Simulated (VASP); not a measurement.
Here is a VASP 6.6.1 calculation.

Contents of INCAR:

```
ALGO = Normal ; EDIFF = 1E-6
ENCUT = 520 ; GGA = PS
ISIF = 2 ; ISMEAR = -1
IVDW = 12 ; LASPH = True
LCHARG = False ; LREAL = False
LWAVE = False ; NBANDS = 20
NELM = 60 ; PREC = Accurate
SIGMA = 0.1
```

The input KPOINTS:

```
k-points
0
Gamma
  10 10 10
```

The input POSCAR:

```
LuH2
1.0
    0.0000000000      2.4475197812      2.4475197812
    2.4475197812      0.0000000000      2.4475197812
    2.4475197812      2.4475197812      0.0000000000
Lu H
1 2
Direct
    0.0000000000      0.0000000000      0.0000000000
    0.2500000000      0.2500000000      0.2500000000
    0.7500000000      0.7500000000      0.7500000000
```

Potentials or basis: VASP PAW PBE potentials, release 64 (Lu, H).

Launch:

```sh
$ cat potpaw_PBE.64/Lu/POTCAR potpaw_PBE.64/H/POTCAR > POTCAR
$ mpirun -np 1 vasp_std > vasp.out
```

Estimate the dispersion energy per atom.

-0.199 eV.

What does it give for the band gap on the k mesh?

Zero (an odd number of electrons rules out a gap without spin polarisation).

What does it give for the pressure?

1.2 GPa.

Caveat: three body term missing; the PAW data sets were made with another functional, which shifts forces and pressure a little; spin-orbit coupling is left out, which moves the levels of the heavy elements.
